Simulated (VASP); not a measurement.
A run of VASP 6.6.1:

Contents of INCAR:

```
SYSTEM = NiPt
PREC = Accurate ; ENCUT = 520
EDIFF = 1E-6 ; ISMEAR = -1
SIGMA = 0.1 ; LREAL = .False.
LASPH = .True. ; NELM = 150
ALGO = Normal ; ISIF = 2
LWAVE = .False. ; LCHARG = .False.
ISPIN = 2 ; MAGMOM = 1.5 1.5 0.6 0.6
LORBIT = 11 ; LMAXMIX = 4
GGA = CA ; NBANDS = 32
```

Contents of KPOINTS:

```
regular mesh
0
Gamma
  10 10 4
  0 0 0
```

The input POSCAR:

```
NiPt
1.0
    2.7099397941      0.0000000000      0.0000000000
    0.0000000000      2.7099397941      0.0000000000
    0.0000000000      0.0000000000      7.1566400000
Ni Pt
2 2
Direct
    0.5000000000      0.5000000000      0.2500000000
    0.5000000000      0.5000000000      0.7500000000
    0.0000000000      0.0000000000      0.0000000000
    0.0000000000      0.0000000000      0.5000000000
```

Potentials or basis: VASP PAW LDA potentials, release 64 (Ni, Pt).

Launch:

```bash
$ cat potpaw_LDA.64/Ni/POTCAR potpaw_LDA.64/Pt/POTCAR > POTCAR
$ mpirun -np 1 vasp_std > vasp.out
```

Hardware: 1 thread of Intel(R) Xeon(R) Platinum 8488C (Sapphire Rapids) (shared host).

Estimate the wall time of this run.

Run time: 2.4 min on 1 thread of Intel(R) Xeon(R) Platinum 8488C (Sapphire Rapids), on a shared host, peak memory 0.26 GiB. Counts: scf iterations 19, k points 63.
